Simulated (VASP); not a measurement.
# La (Fd-3m) in VASP: a series of runs, part 2 of 2

VASP 6.6.1. The steps go on from the part before.

### Step 3. Single point, PBE (25.30 Å³/atom)

Input file INCAR:

```
PREC     = Accurate       # precision mode
ENCUT    = 520            # plane-wave cutoff, eV
EDIFF    = 1E-6           # SCF threshold, eV
ISMEAR   = -1             # smearing method
SIGMA    = 0.05           # smearing width, eV
LREAL    = False          # projectors in reciprocal space
LASPH    = True           # aspherical terms in the spheres
NELM     = 80             # most SCF steps
ALGO     = Normal         # electronic algorithm
ISIF     = 2              # what is computed and relaxed
LWAVE    = False          # write WAVECAR
LCHARG   = False          # write CHGCAR
GGA      = PE             # functional
NBANDS   = 18             # bands
```

Input file KPOINTS:

```
regular mesh
0
Gamma
  9 9 9
```

Input file POSCAR:

```
La
1.0
    0.0000000000      2.9357887266      2.9357887266
    2.9357887266      0.0000000000      2.9357887266
    2.9357887266      2.9357887266      0.0000000000
La
2
Direct
   -0.1250000000     -0.1250000000     -0.1250000000
    0.1250000000      0.1250000000      0.1250000000
```

Potentials or basis: VASP PAW PBE potentials, release 64 (La).

The run is started by

```console
> cat potpaw_PBE.64/La/POTCAR > POTCAR
> mpirun -np 1 vasp_std > vasp.out
```

OUTCAR:

```text
PREC = Accurate
   ENCUT = 520
   EDIFF = 1E-6
   ISMEAR = -1
   LREAL = False
   LASPH = True
   NELM = 80
   ISIF = 2
   GGA = PE

 ion  position               nearest neighbor table
   1  0.875  0.875  0.875-   2 2.54   2 2.54   2 2.54   2 2.54
   2  0.125  0.125  0.125-   1 2.54   1 2.54   1 2.54   1 2.54

  LATTYP: Found a face centered cubic cell.
 ALAT       =     5.8715774532

  Lattice vectors:

 A1 = (   0.0000000000,   2.9357887266,   2.9357887266)
 A2 = (   2.9357887266,   0.0000000000,   2.9357887266)
 A3 = (   2.9357887266,   2.9357887266,   0.0000000000)

Analysis of symmetry for initial positions (statically):
=====================================================================
 Subroutine PRICEL returns:
 Original cell was already a primitive cell.

 Routine SETGRP: Setting up the symmetry group for a
 face centered cubic supercell.

 Subroutine GETGRP returns: Found 48 space group operations
 (whereof 12 operations were pure point group operations)
 out of a pool of 48 trial point group operations.

The static configuration has the point symmetry D_3d.
 The point group associated with its full space group is O_h .

Analysis of symmetry for dynamics (positions and initial velocities):
=====================================================================
 Subroutine PRICEL returns:
 Original cell was already a primitive cell.

 Routine SETGRP: Setting up the symmetry group for a
 face centered cubic supercell.

 Subroutine GETGRP returns: Found 48 space group operations
 (whereof 12 operations were pure point group operations)
 out of a pool of 48 trial point group operations.

The dynamic configuration has the point symmetry D_3d.
 The point group associated with its full space group is O_h .

 Subroutine INISYM returns: Found 48 space group operations
 (whereof 12 operations are pure point group operations),
 and found     1 'primitive' translations

[... 111 lines left out ...]
   IALGO  =     38    algorithm
   IMIX   =      4    mixing-type and parameters
     AMIX     =   0.40;   BMIX     =  1.00
     AMIX_MAG =   1.60;   BMIX_MAG =  1.00
  volume/ion in A,a.u.               =      25.30       170.75
  Fermi-wavevector in a.u.,A,eV,Ry     =   1.240169  2.343580 20.926026  1.538020
  Thomas-Fermi vector in A             =   2.374621
   LORBIT       =      0    0 simple, 1 ext, 2 COOP (PROOUT), +10 PAW based schemes
   GGA     = PE    functional components
   LHFCALC =     F    Hartree Fock is set to
   AEXX    =    0.0000 exact exchange contribution
   IVDW    =     0    specifies the selected vdW correction
   LEPSILON=     F    determine dielectric tensor
   LRPA    =     F    only Hartree local field effects (RPA)
 non-spin polarized calculation
  energy-cutoff  :      520.00
  volume of cell :       50.61
 maximum number of plane-waves:      1384
   NGX = 15   NGY = 15   NGZ = 15

 number of electron      22.0000001 magnetization

 Free energy of the ion-electron system (eV)
  ---------------------------------------------------
  ext. energy  EPLUGINS =         0.00000000
  ---------------------------------------------------
  free energy    TOTEN  =        -5.33856577 eV

  energy without entropy =       -5.33255088  energy(sigma->0) =       -5.33555832

 E-fermi :  11.3673     XC(G=0): -10.9318

 val. band max:       11.2889234821   @ k =   0.4444   0.4444   0.0000
 cond. band min:      11.3751247267   @ k =   0.4444   0.0000   0.0000
 fundamental gap:      0.0862012446
 Fermi energy:        11.3672962317

 k-point     1 :       0.0000    0.0000    0.0000
  band No.  band energies     occupation
      1     -22.8870      2.00000
      2     -18.2462      2.00000
      3      -6.9006      2.00000
      4      -6.9006      2.00000
      5      -6.9006      2.00000
      6      -3.0991      2.00000
[... 481 lines left out ...]
      5      -4.7732      2.00000
      6      -4.2532      2.00000
[... 10 lines left out ...]
     17      14.0856      0.00000
     18      14.3337      0.00000

 [... further k-points ...]

------------------------ aborting loop because EDIFF is reached ----------------------------------------

  FORCE on cell =-STRESS in cart. coord.  units (eV):
  Direction    XX          YY          ZZ          XY          YZ          ZX
  --------------------------------------------------------------------------------------
  -------------------------------------------------------------------------------------
  Total       15.0429109     15.0429109     15.0429109      0.0000000      0.0000000      0.0000000
  in kB      476.2533848    476.2533848    476.2533848      0.0000000      0.0000000      0.0000000
  external PRESSURE =     476.2533848 kB  Pullay stress =       0.0000000 kB

 VOLUME and BASIS-vectors are now :
 -----------------------------------------------------------------------------
  energy-cutoff  :      520.00
  volume of cell :       50.61
      direct lattice vectors                 reciprocal lattice vectors
     0.000000000  2.935788727  2.935788727    -0.170311983  0.170311983  0.170311983
     2.935788727  0.000000000  2.935788727     0.170311983 -0.170311983  0.170311983
     2.935788727  2.935788727  0.000000000     0.170311983  0.170311983 -0.170311983

 POSITION                                       TOTAL-FORCE (eV/Angst)
 -----------------------------------------------------------------------------------
      5.13763      5.13763      5.13763         0.000000     -0.000000     -0.000000
      0.73395      0.73395      0.73395        -0.000000      0.000000      0.000000
 -----------------------------------------------------------------------------------
    total drift:                                0.000000      0.000000     -0.000000

  FREE ENERGIE OF THE ION-ELECTRON SYSTEM (eV)
  ---------------------------------------------------
  free  energy   TOTEN  =        -5.3385657655 eV

  energy  without entropy=       -5.3325508812  energy(sigma->0) =       -5.33555832
```

OSZICAR:

```text
N       E                     dE             d eps       ncg     rms          rms(c)
DAV:   1     0.245494290222E+03    0.24549E+03   -0.79564E+03  1324   0.187E+03
DAV:   2     0.329070233493E+02   -0.21259E+03   -0.20839E+03  1764   0.326E+02
DAV:   3    -0.263880859489E+01   -0.35546E+02   -0.34683E+02  2164   0.155E+02
DAV:   4    -0.618154451478E+01   -0.35427E+01   -0.35044E+01  2392   0.428E+01
DAV:   5    -0.641016419323E+01   -0.22862E+00   -0.22801E+00  2124   0.119E+01    0.122E+01
DAV:   6    -0.552850635354E+01    0.88166E+00   -0.19864E+00  2384   0.136E+01    0.801E+00
DAV:   7    -0.535091058230E+01    0.17760E+00   -0.55152E-01  2504   0.599E+00    0.232E+00
DAV:   8    -0.533824602890E+01    0.12665E-01   -0.56147E-02  2082   0.264E+00    0.233E-01
DAV:   9    -0.533853522406E+01   -0.28920E-03   -0.56600E-03  2504   0.621E-01    0.736E-02
DAV:  10    -0.533857284971E+01   -0.37626E-04   -0.52264E-04  2184   0.265E-01    0.511E-02
DAV:  11    -0.533856490413E+01    0.79456E-05   -0.58922E-05  2358   0.931E-02    0.771E-03
DAV:  12    -0.533856576547E+01   -0.86134E-06   -0.44775E-06  1864   0.199E-02
   1 F= -.53385658E+01 E0= -.53355583E+01  d E =-.601488E-02
```

stdout:

```text
POSCAR found type information on POSCAR La
 POSCAR found :  1 types and       2 ions
 scaLAPACK will be used
 LDA part: xc-table for (Slater+PW92), standard interpolation
 POSCAR, INCAR and KPOINTS ok, starting setup
 FFT: planning ... GRIDC
 FFT: planning ... GRID_SOFT
 FFT: planning ... GRID
 WAVECAR not read
 entering main loop
```

Wall time 45 s (1 thread of Intel Xeon 8259CL, shared host); peak memory 0.2 GiB.

What came out:

- Free energy: -5.3386 eV
- Pressure: 47.6 GPa
- Band gap on the k mesh: zero (filled and empty bands touch)

Levels at points of the mesh, in eV from the Fermi level:
| k point | band 9 | band 10 | band 11 | band 12 | band 13 | band 14 |
| --- | --- | --- | --- | --- | --- | --- |
| (0.00, 0.00, 0.00) | -2.21 | -1.07 | -1.07 | 1.19 | 1.19 | 1.19 |

Caveat: the cell stands under pressure; spin-orbit coupling is left out, which moves the levels of the heavy elements.

### Step 4. Single point, PBE (29.02 Å³/atom)

This run uses another cell than the first one, of 29.02 Å³/atom.

Input file INCAR:

```
SYSTEM = La
  PREC = Accurate
  ENCUT = 520
  EDIFF = 1E-7
  ISMEAR = -1
  SIGMA = 0.05
  LREAL = .False.
  LASPH = .True.
  NELM = 80
  ALGO = Normal
  ISIF = 2
  LWAVE = .False.
  LCHARG = .True.
  GGA = PE
  LELF = .True.
  LVHAR = .True.
  NBANDS = 18
```

Input file KPOINTS:

```
regular mesh
0
Gamma
  9 9 9
  0 0 0
```

Input file POSCAR:

```
La
1.0
    0.0000000000      3.0731707793      3.0731707793
    3.0731707793      0.0000000000      3.0731707793
    3.0731707793      3.0731707793      0.0000000000
La
2
Direct
   -0.1250000000     -0.1250000000     -0.1250000000
    0.1250000000      0.1250000000      0.1250000000
```

The run is started by

```console
> cat potpaw_PBE.64/La/POTCAR > POTCAR
> mpirun -np 1 vasp_std > vasp.out
```

Wall time 63 s (1 thread of Intel Xeon 8259CL, shared host); peak memory 0.2 GiB.

The run converged. Its results:

```yaml
Free_energy: -6.8859 eV
Pressure: 21.7 GPa
Band_gap_on_the_k_mesh: zero (bands 11 and 12 overlap by 0.05 eV)
```

Levels at points of the mesh, in eV from the Fermi level:
| k point | band 9 | band 10 | band 11 | band 12 | band 13 | band 14 |
| --- | --- | --- | --- | --- | --- | --- |
| (0.00, 0.00, 0.00) | -2.25 | -0.95 | -0.95 | 1.11 | 1.11 | 1.11 |

Caveat: the cell stands under pressure; spin-orbit coupling is left out, which moves the levels of the heavy elements.
